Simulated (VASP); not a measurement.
# ZnS (P6_3mc) in VASP: further runs

ZnS is run at these levels: PBE; tasks: single point.

Everything below comes from runs of VASP 6.6.1. Logs are shortened: lines on timing, memory, paths and dates and some standing lists are left out, and cuts for length are marked.

**1. The cell of the first run**

Symmetry: P6_3mc, No. 186, hexagonal system. The conventional cell has a = 3.847 Å, b = 3.847 Å, c = 12.590 Å, α = 90.00°, β = 90.00°, γ = 120.00°. Within 3.0 Å of Zn (site symmetry 3m) lie 4 S at 2.24 to 2.42 Å. Zn (site symmetry 3m) has 4 S at 2.30 to 2.48 Å within 3.0 Å. S (site symmetry 3m) has 4 Zn at 2.24 to 2.30 Å within 3.0 Å. Within 3.2 Å of S (site symmetry 3m) lie 4 Zn at 2.42 to 2.48 Å.

**2. Single point, PBE (atoms displaced along a vibrational mode)**

INCAR reads:

```
PREC = Accurate
ENCUT = 520
EDIFF = 1E-7
ISMEAR = 0
SIGMA = 0.05
LREAL = False
LASPH = True
NELM = 60
ALGO = Normal
ISIF = 2
LWAVE = False
LCHARG = False
GGA = PE
NBANDS = 46
```

KPOINTS reads:

```
regular mesh
0
Gamma
  12 12 2
```

POSCAR reads:

```
ZnS
1.0
    3.8467234474      0.0000000000      0.0000000000
   -1.9233617237      3.3313602268      0.0000000000
    0.0000000000      0.0000000000     12.5902250312
Zn S
4 4
Direct
    0.0000000000      0.0000000000      0.0119643522
    0.0000000000      0.0000000000      0.5119643522
    0.3333333333      0.6666666667      0.2381341429
    0.6666666667      0.3333333333      0.7381341429
    0.0000000000      0.0000000000      0.1900567828
    0.0000000000      0.0000000000      0.6900567828
    0.3333333333      0.6666666667      0.4348201589
    0.6666666667      0.3333333333      0.9348201589
```

Potentials or basis: VASP PAW PBE potentials, release 64 (Zn, S).

The run is started by

```console
$ cat potpaw_PBE.64/Zn/POTCAR potpaw_PBE.64/S/POTCAR > POTCAR
$ mpirun -np 1 vasp_std > vasp.out
```

OUTCAR:

```text
PREC = Accurate
   ENCUT = 520
   EDIFF = 1E-7
   ISMEAR = 0
   LREAL = False
   LASPH = True
   NELM = 60
   ISIF = 2
   GGA = PE

 ion  position               nearest neighbor table
   1  0.000  0.000  0.012-   5 2.24   8 2.42   8 2.42   8 2.42
   2  0.000  0.000  0.512-   6 2.24   7 2.42   7 2.42   7 2.42
   3  0.333  0.667  0.238-   5 2.30   5 2.30   5 2.30   7 2.48
   4  0.667  0.333  0.738-   6 2.30   6 2.30   6 2.30   8 2.48
   5  0.000  0.000  0.190-   1 2.24   3 2.30   3 2.30   3 2.30
   6  0.000  0.000  0.690-   2 2.24   4 2.30   4 2.30   4 2.30
   7  0.333  0.667  0.435-   2 2.42   2 2.42   2 2.42   3 2.48
   8  0.667  0.333  0.935-   1 2.42   1 2.42   1 2.42   4 2.48

  LATTYP: Found a hexagonal cell.
 ALAT       =     3.8467234474
 C/A-ratio  =     3.2729737927

  Lattice vectors:

 A1 = (   3.8467234474,   0.0000000000,   0.0000000000)
 A2 = (  -1.9233617237,   3.3313602268,   0.0000000000)
 A3 = (   0.0000000000,   0.0000000000,  12.5902250312)

Analysis of symmetry for initial positions (statically):
=====================================================================
 Subroutine PRICEL returns:
 Original cell was already a primitive cell.

 Routine SETGRP: Setting up the symmetry group for a
 hexagonal supercell.

 Subroutine GETGRP returns: Found 12 space group operations
 (whereof  6 operations were pure point group operations)
 out of a pool of 24 trial point group operations.

The static configuration has the point symmetry C_3v.
 The point group associated with its full space group is C_6v.

Analysis of symmetry for dynamics (positions and initial velocities):
=====================================================================
 Subroutine PRICEL returns:
 Original cell was already a primitive cell.

 Routine SETGRP: Setting up the symmetry group for a
 hexagonal supercell.

 Subroutine GETGRP returns: Found 12 space group operations
 (whereof  6 operations were pure point group operations)
 out of a pool of 24 trial point group operations.

The dynamic configuration has the point symmetry C_3v.
 The point group associated with its full space group is C_6v.

 Subroutine INISYM returns: Found 12 space group operations
 (whereof  6 operations are pure point group operations),
 and found     1 'primitive' translations

----------------------------------------------------------------------------------------

[... 103 lines left out ...]
   NELM   =     60;   NELMIN=  2; NELMDL= -5     # of ELM steps
   EDIFF  = 0.1E-06   stopping-criterion for ELM
   LREAL  =      F    real-space projection
   EDIFFG = 0.1E-05   stopping-criterion for IOM
   NSW    =      0    number of steps for IOM
   IBRION =     -1    ionic relax: 0-MD 1-quasi-New 2-CG
   NFREE  =      0    steps in history (QN), initial steepest desc. (CG)
   ISIF   =      2    stress and relaxation
   ISYM   =      2    0-nonsym 1-usesym 2-fastsym
   POTIM  = 0.5000    time-step for ionic-motion
   TEBEG  =    0.0;   TEEND  =   0.0 temperature during run
   PSTRESS=    0.0 pullay stress
   NELECT =      72.0000    total number of electrons
   NUPDOWN=      -1.0000    fix difference up-down
   EMIN   =  10.00;   EMAX   =-10.00  energy-range for DOS
   EFERMI =   0.00;   METHOD = LEGACY
   ISMEAR =     0;   SIGMA  =   0.05  broadening in eV -4-tet -1-fermi 0-gaus
   EFERMI_NEDOS =   21; number of points for ismear=-14 and -15
   IALGO  =     38    algorithm
   IMIX   =      4    mixing-type and parameters
     AMIX     =   0.40;   BMIX     =  1.00
     AMIX_MAG =   1.60;   BMIX_MAG =  1.00
  volume/ion in A,a.u.               =      20.17       136.10
  Fermi-wavevector in a.u.,A,eV,Ry     =   1.251037  2.364118 21.294406  1.565095
  Thomas-Fermi vector in A             =   2.385004
   LORBIT       =      0    0 simple, 1 ext, 2 COOP (PROOUT), +10 PAW based schemes
   GGA     = PE    functional components
   LHFCALC =     F    Hartree Fock is set to
   AEXX    =    0.0000 exact exchange contribution
   IVDW    =     0    specifies the selected vdW correction
   LEPSILON=     F    determine dielectric tensor
   LRPA    =     F    only Hartree local field effects (RPA)
 non-spin polarized calculation
 Gauss-broadening in eV      SIGMA  =   0.05
  energy-cutoff  :      520.00
  volume of cell :      161.34
 maximum number of plane-waves:      4389
 NGX is ok and might be reduce to    30
   NGX = 15   NGY = 15   NGZ = 47

 number of electron      72.0000037 magnetization

 Free energy of the ion-electron system (eV)
  ---------------------------------------------------
  ext. energy  EPLUGINS =         0.00000000
  ---------------------------------------------------
  free energy    TOTEN  =       -27.00277313 eV

  energy without entropy =      -27.00277313  energy(sigma->0) =      -27.00277313

 E-fermi :   2.3976     XC(G=0):  -9.5282

 val. band max:        2.1333478861   @ k =   0.0000   0.0000   0.0000
 cond. band min:       3.8300487151   @ k =   0.0000   0.0000   0.0000
 fundamental gap:      1.6967008290
 Fermi energy:         2.3975619840

 k-point     1 :       0.0000    0.0000    0.0000
  band No.  band energies     occupation
      1     -11.4661      2.00000
      2     -11.3647      2.00000
      3     -10.0326      2.00000
      4      -9.8533      2.00000
      5      -4.7757      2.00000
      6      -4.7757      2.00000
[... 1165 lines left out ...]
     45       9.3435      0.00000
     46       9.3435      0.00000

 [... further k-points ...]
[... 5 lines left out ...]
  --------------------------------------------------------------------------------------
  -------------------------------------------------------------------------------------
  Total        0.4796861      0.4796861      0.7978814      0.0000000      0.0000000      0.0000000
  in kB        4.7634501      4.7634501      7.9232411      0.0000000      0.0000000      0.0000000
  external PRESSURE =       5.8167138 kB  Pullay stress =       0.0000000 kB

 VOLUME and BASIS-vectors are now :
 -----------------------------------------------------------------------------
  energy-cutoff  :      520.00
  volume of cell :      161.34
      direct lattice vectors                 reciprocal lattice vectors
     3.846723447  0.000000000  0.000000000     0.259961501  0.150088842  0.000000000
    -1.923361724  3.331360227  0.000000000     0.000000000  0.300177685  0.000000000
     0.000000000  0.000000000 12.590225031     0.000000000  0.000000000  0.079426698

 POSITION                                       TOTAL-FORCE (eV/Angst)
 -----------------------------------------------------------------------------------
      0.00000      0.00000      0.15063        -0.000000     -0.000000     -1.521584
      0.00000      0.00000      6.44575         0.000000      0.000000     -1.521584
     -0.00000      2.22091      2.99816        -0.000000      0.000000      1.080725
      1.92336      1.11045      9.29327         0.000000      0.000000      1.080725
      0.00000      0.00000      2.39286         0.000000     -0.000000      0.118694
      0.00000      0.00000      8.68797        -0.000000      0.000000      0.118694
     -0.00000      2.22091      5.47448         0.000000      0.000000      0.322165
      1.92336      1.11045     11.76960        -0.000000      0.000000      0.322165
 -----------------------------------------------------------------------------------
    total drift:                               -0.000001     -0.000001      0.001103

  FREE ENERGIE OF THE ION-ELECTRON SYSTEM (eV)
  ---------------------------------------------------
  free  energy   TOTEN  =       -27.0027731259 eV

  energy  without entropy=      -27.0027731259  energy(sigma->0) =      -27.00277313
```

It took 3.1 min on 1 thread of Intel Xeon 6975P-C (Granite Rapids), shared host; peak memory 0.38 GiB.

Results:

| Quantity | Value |
| --- | --- |
| Free energy | -27.0028 eV |
| Pressure | 0.6 GPa |
| Largest force | 1.522 eV/Å |
| Band gap on the k mesh | 1.70 eV |

Forces in eV/Å, atoms in the order of the input:
```
Zn   0.000  0.000 -1.522
Zn   0.000  0.000 -1.522
Zn   0.000  0.000  1.081
Zn   0.000  0.000  1.081
S    0.000  0.000  0.119
S    0.000  0.000  0.119
S    0.000  0.000  0.322
S    0.000  0.000  0.322
```

Stress tensor (GPa, compression positive):
```
0.48 0.00 0.00
0.00 0.48 0.00
0.00 0.00 0.79
```

Caveat: the cell differs from its parent crystal (atoms displaced along a vibrational mode); forces of over 1 eV/Å act on the atoms, so gaps and moduli don't describe the material at rest. A k mesh can miss the band edges.

**3. Single point, PBE (atoms displaced along a vibrational mode)**

INCAR reads:

```
SYSTEM = ZnS
  PREC = Accurate
  ENCUT = 520
  EDIFF = 1E-6
  ISMEAR = 0
  SIGMA = 0.05
  LREAL = .FALSE.
  LASPH = .TRUE.
  NELM = 80
  ALGO = Normal
  ISIF = 2
  LWAVE = .FALSE.
  LCHARG = .FALSE.
  GGA = PE
  NBANDS = 46
```

KPOINTS reads:

```
regular mesh
0
G
  12 12 2
  0 0 0
```

POSCAR reads:

```
ZnS
1.0
    3.8467234474      0.0000000000      0.0000000000
   -1.9233617237      3.3313602268      0.0000000000
    0.0000000000      0.0000000000     12.5902250312
Zn S
4 4
Direct
    0.0000000000      0.0000000000     -0.0059066548
    0.0000000000      0.0000000000      0.4940933452
    0.3333333333      0.6666666667      0.2559696982
    0.6666666667      0.3333333333      0.7559696982
    0.0000000000      0.0000000000      0.1859061556
    0.0000000000      0.0000000000      0.6859061556
    0.3333333333      0.6666666667      0.4390430827
    0.6666666667      0.3333333333      0.9390430827
```

Potentials or basis: VASP PAW PBE potentials, release 64 (Zn, S).

The run is started by

```console
$ cat potpaw_PBE.64/Zn/POTCAR potpaw_PBE.64/S/POTCAR > POTCAR
$ mpirun -np 1 vasp_std > vasp.out
```

Wall time 2.9 min (1 thread of Intel Xeon 6975P-C (Granite Rapids), shared host); peak memory 0.38 GiB.

Results (log left out):

```yaml
Free_energy: -27.3004 eV
Pressure: 0.3 GPa
Largest_force: 0.695 eV/Å
Band_gap_on_the_k_mesh: 1.96 eV
```

Forces in eV/Å, atoms in the order of the input:
```
Zn   0.000  0.000  0.593
Zn   0.000  0.000  0.593
Zn   0.000  0.000 -0.695
Zn   0.000  0.000 -0.695
S    0.000  0.000  0.118
S    0.000  0.000  0.118
S    0.000  0.000 -0.016
S    0.000  0.000 -0.016
```

Levels at points of the mesh, in eV from the valence-band top:
| k point | band 33 | band 34 | band 35 | band 36 | band 37 | band 38 | band 39 | band 40 |
| --- | --- | --- | --- | --- | --- | --- | --- | --- |
| (0.00, 0.00, 0.00) | -0.27 | -0.10 | 0.00 | 0.00 | 1.96 | 3.10 | 3.12 | 3.66 |
| (0.50, 0.00, 0.00) | -1.44 | -1.30 | -1.18 | -0.84 | 3.19 | 3.31 | 3.81 | 4.09 |
| (0.00, 0.00, 0.50) | -0.12 | -0.12 | -0.12 | -0.12 | 2.75 | 2.75 | 3.29 | 3.29 |
| (0.50, 0.00, 0.50) | -1.49 | -1.49 | -1.03 | -1.03 | 3.56 | 3.56 | 4.02 | 4.02 |

Caveat: the cell differs from its parent crystal (atoms displaced along a vibrational mode). A k mesh can miss the band edges.

**4. Single point, PBE (atoms displaced along a vibrational mode)**

INCAR reads:

```
SYSTEM = ZnS
PREC = Accurate
ENCUT = 520
EDIFF = 1E-6
ISMEAR = 0
SIGMA = 0.05
LREAL = .False.
LASPH = .True.
NELM = 60
ALGO = Normal
ISIF = 2
LWAVE = .False.
LCHARG = .False.
GGA = PE
NBANDS = 46
```

KPOINTS reads:

```
regular mesh
0
Gamma
  12 12 2
  0 0 0
```

POSCAR reads:

```
ZnS
1.0
    3.8467234474      0.0000000000      0.0000000000
   -1.9233617237      3.3313602268      0.0000000000
    0.0000000000      0.0000000000     12.5902250312
Zn S
4 4
Direct
    0.0000000000      0.0000000000      0.0208998557
    0.0000000000      0.0000000000      0.5208998557
    0.3333333333      0.6666666667      0.2292163652
    0.6666666667      0.3333333333      0.7292163652
    0.0000000000      0.0000000000      0.1921320964
    0.0000000000      0.0000000000      0.6921320964
    0.3333333333      0.6666666667      0.4327086970
    0.6666666667      0.3333333333      0.9327086970
```

The run is started by

```console
$ cat potpaw_PBE.64/Zn/POTCAR potpaw_PBE.64/S/POTCAR > POTCAR
$ mpirun -np 1 vasp_std > vasp.out
```

It took 3.1 min on 1 thread of Intel Xeon 6975P-C (Granite Rapids), shared host; peak memory 0.39 GiB.

It converged, with:

```
Free energy            : -26.1831 eV
Pressure               : 1.5 GPa
Largest force          : 3.011 eV/Å
Band gap on the k mesh : 1.18 eV
```

Forces on the atoms (eV/Å):
```
Zn   0.000  0.000 -3.011
Zn   0.000  0.000 -3.011
Zn   0.000  0.000  1.616
Zn   0.000  0.000  1.616
S    0.000  0.000  0.665
S    0.000  0.000  0.665
S    0.000  0.000  0.730
S    0.000  0.000  0.730
```

Stress tensor (GPa, compression positive):
```
1.13 0.00 0.00
0.00 1.13 0.00
0.00 0.00 2.22
```

Levels at points of the mesh, in eV from the valence-band top:
```tsv
k point	band 34	band 35	band 36	band 37	band 38	band 39
(0.00, 0.00, 0.00)	-0.14	0.00	0.00	1.18	1.96	2.84
(0.50, 0.00, 0.00)	-1.22	-1.04	-0.78	2.48	2.52	2.77
(0.00, 0.00, 0.50)	-0.07	-0.07	-0.07	1.72	1.72	3.22
(0.50, 0.00, 0.50)	-1.79	-0.91	-0.91	2.65	2.65	3.48
```

Caveat: the cell differs from its parent crystal (atoms displaced along a vibrational mode); forces of over 1 eV/Å act on the atoms, so gaps and moduli don't describe the material at rest.

**5. The runs side by side**

| cell | gap on the mesh (eV) | pressure (GPa) | largest force (eV/Å) |
| --- | --- | --- | --- |
| as given, atomic positions A | 1.70 | 0.6 | 1.52 |
| as given, atomic positions B | 1.96 | 0.3 | 0.70 |
| as given, atomic positions C | 1.18 | 1.5 | 3.01 |

Alike in all rows: task single point; level PBE; potentials or basis VASP PAW PBE potentials, release 64 (Zn, S); no spin polarisation; k mesh 12 × 12 × 2; cutoff (eV) 520; smearing gaussian 0.05 eV.

Caveats: forces of over 1 eV/Å act on the atoms, so gaps and moduli don't describe the material at rest (at least some runs).

Total energies depend on the potentials used, so only differences within one code and one set of settings carry meaning.
